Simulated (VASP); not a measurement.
Runs of VASP 6.6.1 on HfO2. The structure is that of space group P4_2/mnm (No. 136), or close to it. The cells are those of the table. 

| cell | gap on the mesh (eV) | pressure (GPa) | largest force (eV/Å) |
| --- | --- | --- | --- |
| a = 4.597, b = 4.789, c = 3.186 Å, 6 atoms | 3.98 | 7.5 | 0.11 |
| a = 4.885, b = 4.789, c = 3.186 Å, 6 atoms | (c) | -6.3 | 0.06 |
| a = 4.980, b = 4.789, c = 3.186 Å, 6 atoms | 3.67 | -10.1 | 0.09 |
| a = 4.837, b = 4.789, c = 3.186 Å, 6 atoms | 3.79 | -4.3 | 0.05 |
| a = 4.645, b = 4.789, c = 3.186 Å, 6 atoms | (a) | 4.9 | 0.08 |
| a = 4.693, b = 4.789, c = 3.186 Å, 6 atoms | 3.91 | 2.5 | 0.06 |
| a = 4.957, b = 4.789, c = 3.186 Å, 6 atoms | 3.69 | (d) | 0.08 |
| a = 4.741, b = 4.789, c = 3.186 Å, 6 atoms | (b) | 0.1 | 0.05 |

Alike in all rows: task single point; level LDA; potentials or basis VASP PAW LDA potentials, release 64 (Hf_pv, O); no spin polarisation; k mesh 6 × 6 × 8; cutoff (eV) 520; smearing gaussian 0.05 eV.

Question: Fill in the values left out.

Answer: (a) 3.94; (b) 3.87; (c) 3.75; (d) -9.2.

Caveats: spin-orbit coupling is left out, which moves the levels of the heavy elements; the cell stands under tension (at least some runs); the cell stands under pressure (at least some runs).

A k mesh can miss the band edges, and the runs leave out spin-orbit coupling on Hf.
